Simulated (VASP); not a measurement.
# PtS2 (P1) in VASP: single point with PBE

Aim: the single point of PtS2 with PBE.

All numbers are computed with VASP 6.6.1; they aren't measurements. Logs are shortened: lines on timing, memory, paths and dates and some standing lists are left out, and cuts for length are marked.

## (1) The cell of the first run

The typed cell holds 3 atoms: a = 3.543 Å, b = 3.543 Å, c = 5.039 Å, α = 90.00°, β = 90.00°, γ = 120.00°.

## (2) Single point, PBE (atom 2 (S) moved by (-0.200, +0.200) A along x and y)

INCAR

```
SYSTEM = PtS2
ALGO = Normal
EDIFF = 1E-6
ENCUT = 520
GGA = PE
ISIF = 2
ISMEAR = 0
LASPH = .True.
LCHARG = .False.
LREAL = .False.
LWAVE = .False.
NBANDS = 18
NELM = 80
PREC = Accurate
SIGMA = 0.05
```

KPOINTS

```
k-points
0
Gamma
  12 12 8
  0 0 0
```

POSCAR

```
PtS2
1.0
    3.5431994758      0.0000000000      0.0000000000
   -1.7715997379      3.0685007567      0.0000000000
    0.0000000000      0.0000000000      5.0388000000
Pt S
1 2
Direct
    0.0000000000      0.0000000000      0.0000000000
    0.3094763795      0.7318450765      0.2500000000
    0.6666666667      0.3333333333      0.7500000000
```

Potentials or basis: VASP PAW PBE potentials, release 64 (Pt, S).

The run is started by

```console
$ cat potpaw_PBE.64/Pt/POTCAR potpaw_PBE.64/S/POTCAR > POTCAR
$ mpirun -np 1 vasp_std > vasp.out
```

OUTCAR:

```text
SYSTEM = PtS2
   EDIFF = 1E-6
   ENCUT = 520
   GGA = PE
   ISIF = 2
   ISMEAR = 0
   LASPH = .True.
   LREAL = .False.
   NELM = 80
   PREC = Accurate

 ion  position               nearest neighbor table
   1  0.000  0.000  0.000-   2 2.18   3 2.40   3 2.40   3 2.40   2 2.48   2 2.58
   2  0.309  0.732  0.250-   1 2.18   1 2.48   1 2.58
   3  0.667  0.333  0.750-   1 2.40   1 2.40   1 2.40

  LATTYP: Found a hexagonal cell.
 ALAT       =     3.5431994758
 C/A-ratio  =     1.4221045229

  Lattice vectors:

 A1 = (   3.5431994758,   0.0000000000,   0.0000000000)
 A2 = (  -1.7715997379,   3.0685007567,   0.0000000000)
 A3 = (   0.0000000000,   0.0000000000,   5.0388000000)

Analysis of symmetry for initial positions (statically):
=====================================================================
 Subroutine PRICEL returns:
 Original cell was already a primitive cell.

 Routine SETGRP: Setting up the symmetry group for a
 hexagonal supercell.

 Subroutine GETGRP returns: Found  1 space group operations
 (whereof  1 operations were pure point group operations)
 out of a pool of 24 trial point group operations.

The static configuration has the point symmetry C_1 .

Analysis of symmetry for dynamics (positions and initial velocities):
=====================================================================
 Subroutine PRICEL returns:
 Original cell was already a primitive cell.

 Routine SETGRP: Setting up the symmetry group for a
 hexagonal supercell.

 Subroutine GETGRP returns: Found  1 space group operations
 (whereof  1 operations were pure point group operations)
 out of a pool of 24 trial point group operations.

The dynamic configuration has the point symmetry C_1 .

 Subroutine INISYM returns: Found  1 space group operations
 (whereof  1 operations are pure point group operations),
 and found     1 'primitive' translations

----------------------------------------------------------------------------------------

                                     Primitive cell

  volume of cell :      54.7834

  direct lattice vectors                    reciprocal lattice vectors
     3.543199476  0.000000000  0.000000000     0.282230794  0.162946025  0.000000000
    -1.771599738  3.068500757  0.000000000     0.000000000  0.325892049  0.000000000
     0.000000000  0.000000000  5.038800000     0.000000000  0.000000000  0.198459951

  length of vectors
     3.543199476  3.543199476  5.038800000     0.325892049  0.325892049  0.198459951

  position of ions in fractional coordinates (direct lattice)
     0.000000000  0.000000000  0.000000000
     0.309476379  0.731845077  0.250000000
     0.666666667  0.333333333  0.750000000

  ion indices of the primitive-cell ions
   primitive index   ion index
                 1           1
                 2           2
                 3           3

----------------------------------------------------------------------------------------

 KPOINTS: k-points

Automatic generation of k-mesh.
 Grid dimensions read from file:
 generate k-points for:   12   12    8

 Generating k-lattice:

  Cartesian coordinates                     Fractional coordinates (reciprocal lattice)
     0.023519233  0.013578835  0.000000000     0.083333333  0.000000000  0.000000000
     0.000000000  0.027157671  0.000000000     0.000000000  0.083333333  0.000000000
     0.000000000  0.000000000  0.024807494     0.000000000  0.000000000  0.125000000

  Length of vectors
     0.027157671  0.027157671  0.024807494

  Shift w.r.t. Gamma in fractional coordinates (k-lattice)
     0.000000000  0.000000000  0.000000000

 Subroutine IBZKPT returns following result:
 ===========================================

 Found    580 irreducible k-points:

 Following reciprocal coordinates:
            Coordinates               Weight
  0.000000  0.000000  0.000000      1.000000
  0.083333  0.000000  0.000000      2.000000
  0.000000  0.083333  0.000000      2.000000
 -0.083333  0.083333  0.000000      2.000000
  0.166667  0.000000  0.000000      2.000000
  0.000000  0.166667  0.000000      2.000000
[... 16 lines left out ...]
  0.166667  0.083333  0.000000      2.000000
 -0.083333  0.250000  0.000000      2.000000
 [... further k-points ...]
   k-points           NKPTS =    580   k-points in BZ     NKDIM =    580   number of bands    NBANDS=     18
   number of dos      NEDOS =    301   number of ions     NIONS =      3
   total plane-waves  NPLWV =  31360
   dimension x,y,z NGX =    28 NGY =   28 NGZ =   40
   dimension x,y,z NGXF=    56 NGYF=   56 NGZF=   80
   ions per type =               1   2
   NGX,Y,Z   is equivalent  to a cutoff of  13.14, 13.14, 13.20 a.u.
   NGXF,Y,Z  is equivalent  to a cutoff of  26.28, 26.28, 26.39 a.u.
 SYSTEM =  PtS2
   PREC   = accura    normal or accurate (medium, high low for compatibility)
   ISTART =      0    job   : 0-new  1-cont  2-samecut
   ICHARG =      2    charge: 1-file 2-atom 10-const
   ISPIN  =      1    spin polarized calculation?
   LNONCOLLINEAR =      F non collinear calculations
   LSORBIT =      F    spin-orbit coupling
   LASPH  =      T    aspherical Exc in radial PAW
   ENCUT  =  520.0 eV  38.22 Ry    6.18 a.u.   6.59  6.59  9.37*2*pi/ulx,y,z
   NELM   =     80;   NELMIN=  2; NELMDL= -5     # of ELM steps
   EDIFF  = 0.1E-05   stopping-criterion for ELM
   LREAL  =      F    real-space projection
   EDIFFG = 0.1E-04   stopping-criterion for IOM
   NSW    =      0    number of steps for IOM
   IBRION =     -1    ionic relax: 0-MD 1-quasi-New 2-CG
   NFREE  =      0    steps in history (QN), initial steepest desc. (CG)
   ISIF   =      2    stress and relaxation
   ISYM   =      2    0-nonsym 1-usesym 2-fastsym
   POTIM  = 0.5000    time-step for ionic-motion
   TEBEG  =    0.0;   TEEND  =   0.0 temperature during run
   PSTRESS=    0.0 pullay stress
   NELECT =      22.0000    total number of electrons
   NUPDOWN=      -1.0000    fix difference up-down
   EMIN   =  10.00;   EMAX   =-10.00  energy-range for DOS
   EFERMI =   0.00;   METHOD = LEGACY
   ISMEAR =     0;   SIGMA  =   0.05  broadening in eV -4-tet -1-fermi 0-gaus
   EFERMI_NEDOS =   21; number of points for ismear=-14 and -15
   IALGO  =     38    algorithm
   IMIX   =      4    mixing-type and parameters
     AMIX     =   0.40;   BMIX     =  1.00
     AMIX_MAG =   1.60;   BMIX_MAG =  1.00
  volume/ion in A,a.u.               =      18.26       123.23
  Fermi-wavevector in a.u.,A,eV,Ry     =   1.207812  2.282434 19.848319  1.458810
  Thomas-Fermi vector in A             =   2.343439
   LORBIT       =      0    0 simple, 1 ext, 2 COOP (PROOUT), +10 PAW based schemes
   GGA     = PE    functional components
   LHFCALC =     F    Hartree Fock is set to
   AEXX    =    0.0000 exact exchange contribution
   IVDW    =     0    specifies the selected vdW correction
   LEPSILON=     F    determine dielectric tensor
   LRPA    =     F    only Hartree local field effects (RPA)
 non-spin polarized calculation
 Gauss-broadening in eV      SIGMA  =   0.05
  energy-cutoff  :      520.00
  volume of cell :       54.78
 maximum number of plane-waves:      1507
   NGX = 13   NGY = 13   NGZ = 19

 number of electron      22.0000000 magnetization

 Free energy of the ion-electron system (eV)
  ---------------------------------------------------
  ext. energy  EPLUGINS =         0.00000000
  ---------------------------------------------------
  free energy    TOTEN  =       -14.96718883 eV

  energy without entropy =      -14.96718882  energy(sigma->0) =      -14.96718883

 E-fermi :   7.0178     XC(G=0): -10.6858

 val. band max:        6.8578918659   @ k =   0.1667  -0.1667   0.2500
 cond. band min:       7.1823237197   @ k =   0.0000   0.2500   0.2500
 fundamental gap:      0.3244318538
 Fermi energy:         7.0177582304

 k-point     1 :       0.0000    0.0000    0.0000
  band No.  band energies     occupation
      1      -8.4617      2.00000
      2      -5.6286      2.00000
      3      -0.3263      2.00000
      4       0.2350      2.00000
      5       0.5752      2.00000
      6       2.8267      2.00000
[... 10 lines left out ...]
     17      15.5919      0.00000
     18      18.5872      0.00000

 k-point     2 :       0.0833    0.0000    0.0000
  band No.  band energies     occupation
      1      -8.3767      2.00000
      2      -5.6623      2.00000
      3      -0.2357      2.00000
      4       0.2823      2.00000
      5       0.6200      2.00000
      6       2.6477      2.00000
[... 10 lines left out ...]
     17      15.7100      0.00000
     18      17.8198      0.00000

 k-point     3 :       0.0000    0.0833    0.0000
  band No.  band energies     occupation
      1      -8.3795      2.00000
      2      -5.6578      2.00000
      3      -0.2446      2.00000
      4       0.2739      2.00000
      5       0.6151      2.00000
      6       2.7049      2.00000
[... 10 lines left out ...]
     17      15.7488      0.00000
     18      18.0430      0.00000

 k-point     4 :      -0.0833    0.0833    0.0000
  band No.  band energies     occupation
      1      -8.3719      2.00000
      2      -5.6735      2.00000
      3      -0.2199      2.00000
      4       0.3126      2.00000
      5       0.6474      2.00000
      6       2.6560      2.00000
[... 10 lines left out ...]
     17      15.3690      0.00000
     18      17.5784      0.00000

 k-point     5 :       0.1667    0.0000    0.0000
  band No.  band energies     occupation
      1      -8.1312      2.00000
      2      -5.7550      2.00000
      3       0.0123      2.00000
      4       0.4236      2.00000
      5       0.7418      2.00000
      6       2.2944      2.00000
[... 10 lines left out ...]
     17      16.0587      0.00000
     18      16.7764      0.00000

 k-point     6 :       0.0000    0.1667    0.0000
  band No.  band energies     occupation
      1      -8.1429      2.00000
      2      -5.7390      2.00000
      3      -0.0258      2.00000
      4       0.3774      2.00000
      5       0.7498      2.00000
      6       2.3879      2.00000
[... 10 lines left out ...]
     17      16.2038      0.00000
     18      16.9656      0.00000

 k-point     7 :      -0.1667    0.1667    0.0000
  band No.  band energies     occupation
      1      -8.1124      2.00000
      2      -5.7925      2.00000
      3       0.0917      2.00000
      4       0.5307      2.00000
      5       0.8481      2.00000
      6       2.1315      2.00000
[... 10 lines left out ...]
     17      15.4159      0.00000
     18      16.3082      0.00000

 k-point     8 :       0.2500   -0.0000    0.0000
  band No.  band energies     occupation
      1      -7.7552      2.00000
      2      -5.8867      2.00000
      3       0.3131      2.00000
      4       0.6144      2.00000
      5       0.9335      2.00000
      6       1.8051      2.00000
[... 10 lines left out ...]
     17      15.6651      0.00000
     18      16.4616      0.00000
[... 229 lines left out ...]
     17      14.6965      0.00000
     18      18.2694      0.00000

 k-point    20 :       0.0833    0.0833    0.0000
  band No.  band energies     occupation
      1      -8.2211      2.00000
      2      -5.7080      2.00000
      3      -0.0990      2.00000
      4       0.3313      2.00000
      5       0.6727      2.00000
      6       2.4776      2.00000
[... 10 lines left out ...]
     17      16.1097      0.00000
     18      17.5163      0.00000

 k-point    21 :      -0.0833    0.1667    0.0000
  band No.  band energies     occupation
      1      -8.2078      2.00000
      2      -5.7370      2.00000
      3      -0.0488      2.00000
      4       0.4156      2.00000
      5       0.7454      2.00000
      6       2.4837      2.00000
[... 10 lines left out ...]
     17      15.8017      0.00000
     18      16.8289      0.00000

 k-point    22 :      -0.1667    0.0833    0.0000
  band No.  band energies     occupation
      1      -8.1997      2.00000
      2      -5.7484      2.00000
      3      -0.0218      2.00000
      4       0.4371      2.00000
      5       0.7633      2.00000
      6       2.3581      2.00000
[... 10 lines left out ...]
     17      15.7748      0.00000
     18      16.6372      0.00000

 k-point    23 :       0.1667    0.0833    0.0000
  band No.  band energies     occupation
      1      -7.9145      2.00000
      2      -5.8138      2.00000
      3       0.1541      2.00000
      4       0.5126      2.00000
      5       0.7781      2.00000
      6       2.1355      2.00000
[... 10 lines left out ...]
     17      16.0272      0.00000
     18      16.5269      0.00000

 k-point    24 :      -0.0833    0.2500    0.0000
  band No.  band energies     occupation
      1      -7.9052      2.00000
      2      -5.8372      2.00000
      3       0.2198      2.00000
      4       0.5421      2.00000
      5       0.9435      2.00000
      6       2.0925      2.00000
[... 10 lines left out ...]
     17      15.7497      0.00000
     18      16.5992      0.00000

 [... further k-points ...]

------------------------ aborting loop because EDIFF is reached ----------------------------------------

  FORCE on cell =-STRESS in cart. coord.  units (eV):
  Direction    XX          YY          ZZ          XY          YZ          ZX
  --------------------------------------------------------------------------------------
  -------------------------------------------------------------------------------------
  Total        3.2972531      0.9886016      1.4235818     -1.5281825     -2.1694550      3.0676273
  in kB       96.4303870     28.9123186     41.6336085    -44.6927264    -63.4471731     89.7148269
  external PRESSURE =      55.6587714 kB  Pullay stress =       0.0000000 kB

 VOLUME and BASIS-vectors are now :
 -----------------------------------------------------------------------------
  energy-cutoff  :      520.00
  volume of cell :       54.78
      direct lattice vectors                 reciprocal lattice vectors
     3.543199476  0.000000000  0.000000000     0.282230794  0.162946025  0.000000000
    -1.771599738  3.068500757  0.000000000     0.000000000  0.325892049  0.000000000
     0.000000000  0.000000000  5.038800000     0.000000000  0.000000000  0.198459951

 POSITION                                       TOTAL-FORCE (eV/Angst)
 -----------------------------------------------------------------------------------
      0.00000      0.00000      0.00000        -2.258528      1.664172     -0.842136
     -0.20000      2.24567      1.25970         2.450492     -1.791124      0.611676
      1.77160      1.02283      3.77910        -0.191964      0.126952      0.230460
 -----------------------------------------------------------------------------------
    total drift:                               -0.000066      0.000014      0.000029

  FREE ENERGIE OF THE ION-ELECTRON SYSTEM (eV)
  ---------------------------------------------------
  free  energy   TOTEN  =       -14.9671888285 eV

  energy  without entropy=      -14.9671888248  energy(sigma->0) =      -14.96718883
```

It took 4.5 min on 1 thread of AMD EPYC 9R45 (Zen 5), shared host; peak memory 0.58 GiB.

What came out:

```yaml
Free_energy: -14.9672 eV
Pressure: 5.6 GPa
Largest_force: 3.096 eV/Å
Band_gap_on_the_k_mesh: 0.32 eV (least direct gap 0.47 eV)
```

Forces in eV/Å, atoms in the order of the input:
```
Pt  -2.259  1.664 -0.842
S    2.450 -1.791  0.612
S   -0.192  0.127  0.230
```

Levels at points of the mesh, in eV from the valence-band top:
```tsv
k point	band 9	band 10	band 11	band 12	band 13	band 14
(0.00, 0.00, 0.00)	-1.19	-0.63	-0.05	1.36	2.15	4.60
(0.50, 0.00, 0.00)	-3.05	-2.89	-2.27	1.15	2.19	5.60
(0.00, 0.50, 0.00)	-3.00	-2.80	-2.33	0.93	2.49	5.69
(0.50, 0.50, 0.00)	-3.17	-2.90	-2.44	1.78	2.12	4.96
(0.00, 0.00, 0.50)	-1.59	-1.18	-1.04	2.13	2.52	5.58
(0.50, 0.00, 0.50)	-2.80	-2.25	-1.22	1.13	2.21	4.82
(0.00, 0.50, 0.50)	-2.73	-2.37	-1.13	1.40	2.23	4.63
(0.50, 0.50, 0.50)	-2.86	-2.45	-1.78	1.10	2.05	5.49
```

Caveat: the cell differs from its parent crystal (atom 2 (S) moved by (-0.200, +0.200) A along x and y); the stress differs along the axes, from 3 to 10 GPa; spin-orbit coupling is left out, which moves the levels of the heavy elements; forces of over 1 eV/Å act on the atoms, so gaps and moduli don't describe the material at rest.
